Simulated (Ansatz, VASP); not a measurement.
**Two plane-wave programs on Pd**

```
Pd
1.0
     2.73581    0.00000    0.00000
    -1.36791    2.36928    0.00000
     0.00000    0.00000    8.98821
Pd
4
Direct
  0.00000 0.00000 0.00000
  0.33333 0.66667 0.25000
  0.00000 0.00000 0.50000
  0.66667 0.33333 0.75000
```

Alike in both runs: functional PBEsol; k mesh 12 × 12 × 4; occupations gaussian, width 0.1 eV; no spin polarisation.

Ansatz relaxed the structure, and its values are those at the end. VASP's run is a single point on that final structure, the one shown.

|  | VASP | Ansatz |
| --- | --- | --- |
| version | VASP 6.6.1 | Ansatz 0.2.0 |
| potentials or method | VASP PAW PBE potentials, release 64 (Pd), cutoff 520 eV | scalar-relativistic, plane waves, PAW |
| valence electrons in the cell | 40 | 72 |

```tsv
	VASP	Ansatz	Ansatz less VASP
gap on the k mesh at the Fermi level (eV)	none	none	-
pressure (GPa)	-0.2	0.1	+0.34
```

VASP's potentials were made for PBE, not for PBEsol. A gap of «none» marks a metal or a gap that the smearing closes. The functional is the same, so the differences come from potentials, cutoffs and numerics. VASP's potentials hold 40 valence electrons a cell and Ansatz's 72, so a difference there can come from the potentials and not from the codes.
